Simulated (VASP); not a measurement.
Input of a VASP 6.6.1 run:

File INCAR:

```
PREC = Accurate
ENCUT = 600
EDIFF = 1E-6
ISMEAR = -1
SIGMA = 0.05
LREAL = F
LASPH = T
NELM = 80
ALGO = Normal
ISIF = 3
LWAVE = F
LCHARG = F
GGA = PS
IBRION = 2
NSW = 60
EDIFFG = -0.01
PSTRESS = 20.0
```

File KPOINTS:

```
regular mesh
0
Gamma
  7 7 7
```

Contents of POSCAR:

```
BiTe
1.0
    2.4227077728      1.3987509848      3.3172919545
   -2.4227077728      1.3987509848      3.3172919545
    0.0000000000     -2.7975019696      3.3172919545
Bi Te
1 1
Direct
    0.5000000000      0.5000000000      0.5000000000
    0.0000000000      0.0000000000      0.0000000000
```

Potentials or basis: VASP PAW PBE potentials, release 64 (Bi_d, Te).

The run is started by

```console
$ cat potpaw_PBE.64/Bi_d/POTCAR potpaw_PBE.64/Te/POTCAR > POTCAR
$ mpirun -np 1 vasp_std > vasp.out
```

Task: What does it give for the relaxed volume?

Result: 30.54 Å³/atom.

Task: Predict the relaxed cell.

Result: a = 4.122 Å, b = 4.122 Å, c = 4.122 Å, α = 71.45°, β = 71.45°, γ = 71.45°.

The path:
| step | energy change (eV) | largest force (eV/Å) | pressure (GPa) | volume (Å³) |
| --- | --- | --- | --- | --- |
| 1 | 0.0000 | 0.0000 | -2.32 | 67.45 |
| 2 | 0.0699 | 0.0000 | 5.96 | 58.95 |
| 3 | -0.0105 | 0.0000 | 1.96 | 62.29 |
| 4 | -0.0093 | 0.0000 | 2.07 | 62.19 |
| 5 | -0.0107 | 0.0000 | 2.07 | 62.06 |
| 6 | -0.0122 | 0.0000 | 2.09 | 61.63 |
| 7 | -0.0006 | 0.0000 | 2.01 | 60.64 |
| 8 | -0.0100 | 0.0000 | 2.04 | 61.20 |
| 9 | -0.0087 | 0.0000 | 2.03 | 61.08 |

Caveat: the cell is relaxed towards a set pressure, so the enthalpy falls and the energy may rise; the PAW data sets were made with another functional, which shifts forces and pressure a little.
